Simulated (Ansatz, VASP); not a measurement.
# InO: VASP beside Ansatz

```xyz
6
Lattice="7.2655 0.0000 0.0000 -3.6327 6.2921 0.0000 0.0000 0.0000 3.3216" Properties=species:S:1:pos:R:3 pbc="T T T"
In    3.6327    0.0000    0.0000
In   -1.8164    3.1460    0.0000
In    1.8164    3.1460    0.0000
O     0.0000    4.1947    0.0000
O     3.6327    2.0974    0.0000
O     0.0000    0.0000    0.0000
```

Alike in both runs: task single point; functional PBE; k mesh 3 × 3 × 6; occupations gaussian, width 0.1 eV; collinear spin.

```csv
,VASP,Ansatz
version,VASP 6.6.1,Ansatz 0.2.0
potentials or method,"VASP PAW PBE potentials, release 64 (In_d, O), cutoff 520 eV","scalar-relativistic, plane waves, PAW"
valence electrons in the cell,57,57
```

|  | VASP | Ansatz | Ansatz less VASP |
| --- | --- | --- | --- |
| gap on the k mesh at the Fermi level (eV) | none | none | - |
| pressure (GPa) | 0.2 | 1.1 | +0.88 |
| traceless stress, the component that is largest in VASP (GPa) | -0.25 | -0.87 | -0.617 |
| net moment per atom (μB) | 0.00 | 0.23 | +0.232 |
| size of the moment on the site where the two differ most (μB) | 0.00 | 1.06 | +1.059 |

The net moments are unlike, so the other rows may belong to different states. Site moments also hang on the region over which each program counts them. A gap of «none» marks a metal or a gap that the smearing closes.
